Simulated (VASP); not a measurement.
A run of VASP 6.6.1:

The input POSCAR:

```
NiO
1.0
    0.0000000000      2.1149477378      2.1149477378
    2.1149477378      0.0000000000      2.1149477378
    2.1149477378      2.1149477378      0.0000000000
Ni O
1 1
Direct
    0.0000000000      0.0000000000      0.0000000000
    0.5000000000      0.5000000000      0.5000000000
```

File INCAR.step1:

```
PREC = Accurate ; ENCUT = 660
ISMEAR = 0 ; SIGMA = 0.02
LREAL = F ; LASPH = T
NELM = 200 ; ISPIN = 2
MAGMOM = 1.84 0.31 ; LMAXMIX = 4
NBANDS = 23 ; GGA = PE
ALGO = Normal ; EDIFF = 1E-5
LWAVE = T ; LCHARG = F
GGA_COMPAT = F
```

Contents of INCAR.step2:

```
PREC = Accurate ; ENCUT = 660
EDIFF = 1E-6 ; ISMEAR = 0
SIGMA = 0.02 ; LREAL = F
LASPH = T ; NELM = 200
ALGO = Normal ; ISIF = 2
LWAVE = F ; LCHARG = F
ISPIN = 2 ; MAGMOM = 1.84 0.31
LORBIT = 11 ; LMAXMIX = 4
METAGGA = R2SCAN ; LMIXTAU = T
NBANDS = 23 ; ISTART = 1
GGA_COMPAT = F
```

Contents of KPOINTS:

```
Automatic mesh
0
Gamma
  12 12 12
```

Potentials or basis: VASP PAW PBE potentials, release 64 (Ni_sv_GW, O).

Launch:

```sh
$ cat potpaw_PBE.64/Ni_sv_GW/POTCAR potpaw_PBE.64/O/POTCAR > POTCAR
$ cp INCAR.step1 INCAR
$ mpirun -np 1 vasp_std > vasp.out
$ cp INCAR.step2 INCAR
$ mpirun -np 1 vasp_std > vasp.out
```

Hardware: 1 thread of Intel(R) Xeon(R) Platinum 8488C (Sapphire Rapids) (shared host).

Problem. Estimate the wall time of this run.

Solution. It took 4.5 min on 1 thread of Intel(R) Xeon(R) Platinum 8488C (Sapphire Rapids), with other jobs on the host, peak memory 0.24 GiB. Counts: k points 72.
